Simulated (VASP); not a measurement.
Here is a VASP 6.6.1 calculation.

INCAR

```
PREC     = Accurate       # precision mode
ENCUT    = 520            # plane-wave cutoff, eV
EDIFF    = 1E-6           # SCF threshold, eV
ISMEAR   = 0              # smearing method
SIGMA    = 0.05           # smearing width, eV
LREAL    = False          # projectors in reciprocal space
LASPH    = True           # aspherical terms in the spheres
NELM     = 60             # most SCF steps
ALGO     = Normal         # electronic algorithm
ISIF     = 2              # what is computed and relaxed
LWAVE    = False          # write WAVECAR
LCHARG   = False          # write CHGCAR
GGA      = PE             # functional
NBANDS   = 16             # bands
```

File KPOINTS:

```
regular mesh
0
Gamma
  10 10 10
```

Contents of POSCAR:

```
InP
1.0
    0.0000000000      2.8388612317      3.1227473548
    2.8388612317      0.0000000000      3.1227473548
    2.8388612317      2.8388612317      0.0000000000
In P
1 1
Direct
    0.0000000000      0.0000000000      0.0000000000
    0.7500000000      0.7500000000      0.7500000000
```

Potentials or basis: VASP PAW PBE potentials, release 64 (In_d, P).

Launch:

```bash
$ cat potpaw_PBE.64/In_d/POTCAR potpaw_PBE.64/P/POTCAR > POTCAR
$ mpirun -np 1 vasp_std > vasp.out
```

What does it give for the band gap on the k mesh?

0.49 eV.

What does it give for the pressure?

3.1 GPa.

Stress tensor (GPa, compression positive):
```
 4.59  0.00  0.00
 0.00  4.59  0.00
 0.00  0.00 -0.01
```

Caveat: the cell stands under pressure; spin-orbit coupling is left out, which moves the levels of the heavy elements.
